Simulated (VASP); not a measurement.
Hf4N2O: relaxation of shape and atoms at fixed volume with PBE

Crystal: Hf4N2O.

```
CELL_PARAMETERS angstrom
3.11387 0.00000 0.00000
-1.55693 2.69669 0.00000
0.00000 0.00000 10.57560
ATOMIC_POSITIONS crystal
Hf 0.66667 0.33333 0.86353
Hf 0.66667 0.33333 0.38163
Hf 0.33333 0.66667 0.13647
Hf 0.33333 0.66667 0.61837
N 0.00000 0.00000 0.74254
N 0.00000 0.00000 0.25746
O 0.00000 0.00000 0.00000
```

```json
{"Program": "VASP 6.6.1", "Task": "relaxation of shape and atoms at fixed volume", "Functional": "PBE", "Potentials or basis": "VASP PAW PBE potentials, release 64 (Hf_pv, N, O)", "Cutoff": "600 eV", "k mesh": "12 × 12 × 4", "Occupations": "gaussian, width 0.1 eV", "Spin": "no spin polarisation", "Dipole correction": "no", "Further INCAR settings": "ALGO = Normal; EDIFF = 1e-06; IBRION = 2; EDIFFG = -0.01; NSW = 50; ISIF = 4"}
```

```yaml
Energy_gained_by_relaxing: 0.3 meV/atom
Ionic_steps: 6
Pressure_after_relaxing: 12.3 GPa
Band_gap_on_the_k_mesh: zero (bands 28 and 29 overlap by 0.90 eV)
```

Forces in eV/Å, atoms in the order of the input:
```
Hf   0.000  0.000 -0.002
Hf   0.000  0.000  0.002
Hf   0.000  0.000  0.002
Hf   0.000  0.000 -0.002
N    0.000  0.000  0.001
N    0.000  0.000 -0.001
O    0.000  0.000  0.000
```

Step by step:
```
step  energy change (eV)  largest force (eV/Å)  pressure (GPa)  volume (Å³)
   1              0.0000                0.1969           12.51        88.80
   2             -0.0017                0.0619           12.24        88.80
   3             -0.0018                0.0479           12.29        88.80
   4             -0.0019                0.0238           12.28        88.80
   5             -0.0020                0.0205           12.27        88.80
   6             -0.0020                0.0024           12.29        88.80
```

Final structure:
```xyz
7
Lattice="3.1140 0.0000 0.0000 -1.5570 2.6968 0.0000 0.0000 0.0000 10.5749" Properties=species:S:1:pos:R:3 pbc="T T T"
Hf    1.5570    0.8989    9.1421
Hf    1.5570    0.8989    4.0372
Hf    0.0000    1.7979    1.4328
Hf    0.0000    1.7979    6.5377
N     0.0000    0.0000    7.8565
N    -1.5570    2.6968    2.7184
O     0.0000    0.0000    0.0000
```

Levels at points of the mesh, in eV from the Fermi level:
| k point | band 25 | band 26 | band 27 | band 28 | band 29 | band 30 | band 31 | band 32 |
| --- | --- | --- | --- | --- | --- | --- | --- | --- |
| (0.00, 0.00, 0.00) | -2.98 | -0.62 | -0.27 | 0.59 | 0.99 | 0.99 | 1.38 | 1.38 |
| (0.50, 0.00, 0.00) | -2.96 | -1.54 | -0.89 | -0.15 | 0.19 | 2.23 | 2.80 | 3.21 |
| (0.00, 0.00, 0.50) | -2.35 | -1.36 | -0.09 | 0.48 | 0.78 | 0.78 | 1.72 | 1.83 |
| (0.50, 0.00, 0.50) | -2.54 | -2.14 | -0.75 | -0.19 | 0.73 | 1.43 | 3.23 | 3.32 |

It took 19 min on 1 thread of Intel(R) Xeon(R) Platinum 8259CL CPU @ 2.50GHz (Skylake/Cascade Lake), on a shared host, peak memory 0.39 GiB.

Caveat: spin-orbit coupling is left out, which moves the levels of the heavy elements.
